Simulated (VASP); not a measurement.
A run of VASP 6.6.1:

The input INCAR:

```
ALGO     = Normal         # electronic algorithm
EDIFF    = 1E-6           # SCF threshold, eV
ENCUT    = 520            # plane-wave cutoff, eV
GGA      = PE             # functional
ISIF     = 2              # what is computed and relaxed
ISMEAR   = 0              # smearing method
LASPH    = T              # aspherical terms in the spheres
LCHARG   = F              # write CHGCAR
LREAL    = F              # projectors in reciprocal space
LWAVE    = F              # write WAVECAR
NBANDS   = 16             # bands
NELM     = 60             # most SCF steps
PREC     = Accurate       # precision mode
SIGMA    = 0.01           # smearing width, eV
```

The input KPOINTS:

```
k-points
0
Gamma
  9 9 6
```

The input POSCAR:

```
AlN
1.0
    3.1130000000      0.0000000000      0.0000000000
   -1.5565000000      2.6959370820      0.0000000000
    0.0000000000      0.0000000000      4.9810000000
Al N
2 2
Direct
    0.3333333333      0.6666666667      0.9990161995
    0.6666666667      0.3333333333      0.4990161995
    0.3333333333      0.6666666667      0.3809838005
    0.6666666667      0.3333333333      0.8809838005
```

Potentials or basis: VASP PAW PBE potentials, release 64 (Al, N).

Command:

```console
$ cat potpaw_PBE.64/Al/POTCAR potpaw_PBE.64/N/POTCAR > POTCAR
$ mpirun -np 1 vasp_std > vasp.out
```

Hardware: 1 thread of AMD EPYC 7R13 (shared host).

Estimate the wall time of this run.

Run time: 17 s on 1 thread of AMD EPYC 7R13, on a shared host, peak memory 0.17 GiB. Counts: scf iterations 13, k points 48.
